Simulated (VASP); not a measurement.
BN, 4 atoms in the cell. Symmetry: P6_3/mmc, No. 194, hexagonal system. Conventional cell: a = 2.464 Å, b = 2.464 Å, c = 7.091 Å, α = 90.00°, β = 90.00°, γ = 120.00°. Within 1.9 Å of B (site symmetry -6m2) lie 3 N at 1.42 Å. Within 1.9 Å of N (site symmetry -6m2) lie 3 B at 1.42 Å.  This cell differs from its parent crystal: volume 9.318 Å^3 an atom, c/a of the conventional cell 2.8780.

| Property | Result |
| --- | --- |
| Program | VASP 6.6.1 |
| Task | single point |
| Functional | PBEsol |
| Potentials or basis | VASP PAW PBE potentials, release 64 (B, N) |
| Cutoff | 520 eV |
| k mesh | 12 × 12 × 4 |
| Occupations | gaussian, width 0.05 eV |
| Spin | no spin polarisation |
| Dipole correction | no |
| Further INCAR settings | ALGO = Normal; EDIFF = 1e-07; NBANDS = 16 |

Potentials or basis: VASP PAW PBE potentials, release 64 (B, N).

Command:

```sh
$ cat potpaw_PBE.64/B/POTCAR potpaw_PBE.64/N/POTCAR > POTCAR
$ mpirun -np 1 vasp_std > vasp.out
```

Hardware: 1 thread of AMD EPYC 7R13 Processor (Zen 3), on a shared host.

Problem. How long does it take, and how much memory?

Solution. It took 21 s on 1 thread of AMD EPYC 7R13 Processor (Zen 3) (shared host), peak memory 0.12 GiB. Counts: scf iterations 14, k points 57.
